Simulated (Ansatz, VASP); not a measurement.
**Sn: VASP beside Ansatz**

```
Sn
1.0
    -2.97883    2.97883    1.62035
     2.97883   -2.97883    1.62035
     2.97883    2.97883   -1.62035
Sn
2
Direct
  0.75000 0.25000 0.50000
  0.00000 0.00000 0.00000
```

Change from the starting cell: volume scaled by 1.04, PAW files.

Alike in both runs: task electric field gradients; functional r2SCAN; k mesh 12 × 12 × 12; occupations fermi-dirac, width 0.05 eV; no spin polarisation.

```csv
,VASP,Ansatz
version,VASP 6.6.1,Ansatz 0.2.0
potentials or method,"VASP PAW PBE potentials, release 64 (Sn_d)","PAW with Ansatz's default frozen-core files, scalar-relativistic"
plane-wave cutoff (eV),520,500
valence electrons in the cell,28,28
```

|  | VASP | Ansatz | Ansatz less VASP |
| --- | --- | --- | --- |
| pressure (GPa) | -2.1 | -2.1 | +0.03 |
| traceless stress, the component that is largest in VASP (GPa) | 0.13 | 0.13 | +0.001 |
| size of Vzz on the site where it differs most (V/Å²) | 39.2 | 39.6 | +0.37 |

VASP's potentials were made for PBE, not for r2SCAN.
